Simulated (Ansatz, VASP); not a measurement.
Be in VASP and in Ansatz

File INCAR:

```
SYSTEM = Be
  PREC = Accurate
  ENCUT = 520
  EDIFF = 1E-7
  ISMEAR = -1
  SIGMA = 0.1
  LREAL = .False.
  LASPH = .True.
  NELM = 60
  ALGO = Normal
  ISIF = 2
  LWAVE = .False.
  LCHARG = .True.
  GGA = CA
  LELF = .True.
  LVHAR = .True.
  NBANDS = 12
```

File KPOINTS:

```
Automatic mesh
0
Gamma
  18 18 5
  0 0 0
```

The input POSCAR:

```
Be
1.0
    2.1884210991      0.0000000000      0.0000000000
   -1.0942105496      1.8952282660      0.0000000000
    0.0000000000      0.0000000000      6.9795390984
Be
4
Direct
    1.0000000000      0.0000000000      0.0000000000
    1.0000000000      0.0000000000      0.5000000000
    0.3333333333      0.6666666667      0.2500000000
    0.6666666667      0.3333333333      0.7500000000
```

Input for Ansatz:

```yaml
crystal:
  lattice:
    - [2.1884210991, 0.0, 0.0]
    - [-1.0942105496, 1.895228266, 0.0]
    - [0.0, 0.0, 6.9795390984]
  atoms:
    - { symbol: Be, position: [1.0, 0.0, 0.0] }
    - { symbol: Be, position: [1.0, 0.0, 0.5] }
    - { symbol: Be, position: [0.3333333333, 0.6666666667, 0.25] }
    - { symbol: Be, position: [0.6666666667, 0.3333333333, 0.75] }
hamiltonian:
  xc: lda
  pseudopotentials:
    kind: paw
    azcp:
      Be: "pseudopotentials/Be.paw.azcp"
basis:
  ecutwfc: 420
  fft_grid_basis: typed
kpoints:
  mp_grid: { grid: [18, 18, 5], shift: [0, 0, 0] }
magnetization:
  spin_polarized: false
scf:
  occupations: { method: fermi_dirac, width: 0.1 }
  lower_state_search: "off"
output:
  stress: true
  write_density: true
  write_potential: true
  elf: true
  volumetric_format: npy
```

Alike in both runs: task single point; functional LDA; k mesh 18 × 18 × 5; occupations fermi-dirac, width 0.1 eV; no spin polarisation.

```csv
,VASP,Ansatz
version,VASP 6.6.1,Ansatz 0.2.0
potentials or method,"VASP PAW LDA potentials, release 64 (Be), cutoff 520 eV","plane waves (420 eV) with PAW, scalar-relativistic"
valence electrons in the cell,8,8
```

VASP gave:

```
pressure (GPa)                                                : 6.2
traceless stress, the component that is largest in VASP (GPa) : 1.23
```

Task: Which values does Ansatz return?

Result: Pressure (GPa): 5.7; traceless stress, the component that is largest in VASP (GPa): 1.23.

Ansatz warns that its potentials were made for another functional, while VASP's fit it. LDA's correlation is that of Perdew and Zunger in VASP and of Perdew and Wang (1992) in Ansatz.
